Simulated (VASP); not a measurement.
Wanted: the native input for a VASP 6.6.1 run.

```
Task                   : single point
Functional             : PBE
Potentials or basis    : VASP PAW PBE potentials, release 64 (Hf_pv, B)
Cutoff                 : 520 eV
k mesh                 : 7 × 7 × 7
Occupations            : fermi-dirac, width 0.1 eV
Spin                   : no spin polarisation
Dipole correction      : no
Further INCAR settings : ALGO = Normal; EDIFF = 1e-07; NBANDS = 14
```

The structure of HfB lies in POSCAR:

```
HfB
1.0
    2.9861801746      0.0000000000      0.0000000000
    0.0000000000      2.9861801746      0.0000000000
    0.0000000000      0.0000000000      2.9861801746
Hf B
1 1
Direct
    0.0000000000      0.0000000000      0.0000000000
    0.5000000000      0.5000000000      0.5000000000
```

The input as run:

INCAR

```
PREC     = Accurate       # precision mode
ENCUT    = 520            # plane-wave cutoff, eV
EDIFF    = 1E-7           # SCF threshold, eV
ISMEAR   = -1             # smearing method
SIGMA    = 0.1            # smearing width, eV
LREAL    = False          # projectors in reciprocal space
LASPH    = True           # aspherical terms in the spheres
NELM     = 100            # most SCF steps
ALGO     = Normal         # electronic algorithm
ISIF     = 2              # what is computed and relaxed
LWAVE    = False          # write WAVECAR
LCHARG   = False          # write CHGCAR
GGA      = PE             # functional
NBANDS   = 14             # bands
```

KPOINTS

```
Automatic mesh
0
Gamma
  7 7 7
```

Potentials or basis: VASP PAW PBE potentials, release 64 (Hf_pv, B).

Command:

```sh
$ cat potpaw_PBE.64/Hf_pv/POTCAR potpaw_PBE.64/B/POTCAR > POTCAR
$ mpirun -np 1 vasp_std > vasp.out
```

Results of the run:

| Item | Value |
| --- | --- |
| Pressure | 2.1 GPa |

Wall time 4.1 s on 1 thread of Intel(R) Xeon(R) Platinum 8488C (Sapphire Rapids) (shared host), peak memory 0.13 GiB.
